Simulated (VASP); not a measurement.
KF: single point with PBE

The system is KF.

```xyz
2
Lattice="-0.5794 2.4174 2.4174 2.4174 -0.5794 2.4174 2.4174 2.4174 -0.5794" Properties=species:S:1:pos:R:3 pbc="T T T"
K     0.0000    0.0000    0.0000
F     2.1277    2.1277    2.1277
```

This cell differs from its parent crystal: ratio of the length along [111] to the lengths across it x 0.71, volume and fractional coordinates fixed.

* Program: VASP 6.6.1
* Task: single point
* Functional: PBE
* Potentials or basis: VASP PAW PBE potentials, release 64 (K_sv, F)
* Cutoff: 520 eV
* k mesh: 8 × 8 × 8
* Occupations: gaussian, width 0.05 eV
* Spin: no spin polarisation
* Dipole correction: no
* Further INCAR settings: ALGO = Normal; EDIFF = 1e-06; NBANDS = 15

| Quantity | Value |
| --- | --- |
| Pressure | -0.4 GPa |
| Band gap on the k mesh | 5.75 eV, direct |

Stress tensor (GPa, compression positive):
```
-0.39  1.08  1.08
 1.08 -0.39  1.08
 1.08  1.08 -0.39
```

Levels at points of the mesh, in eV from the valence-band top:
```
           k point  band 4  band 5  band 6  band 7  band 8  band 9  band 10  band 11  band 12  band 13
(0.00, 0.00, 0.00)  -10.01   -9.97   -0.16   -0.16    0.00    5.75     8.97     8.97    12.56    12.56
(0.50, 0.00, 0.00)   -9.95   -9.93   -1.03   -0.44   -0.14    8.52     9.97    10.05    12.82    13.02
(0.50, 0.50, 0.00)  -10.38   -9.97   -0.53   -0.39   -0.08    8.01     9.28    11.89    12.41    12.52
(0.50, 0.50, 0.50)  -10.23  -10.23   -0.94   -0.80   -0.80    9.07    11.39    11.39    11.61    14.38
```

Wall time 36 s on 1 thread of Intel(R) Xeon(R) Platinum 8488C (Sapphire Rapids) (shared host), peak memory 0.18 GiB.

 A k mesh can miss the band edges.
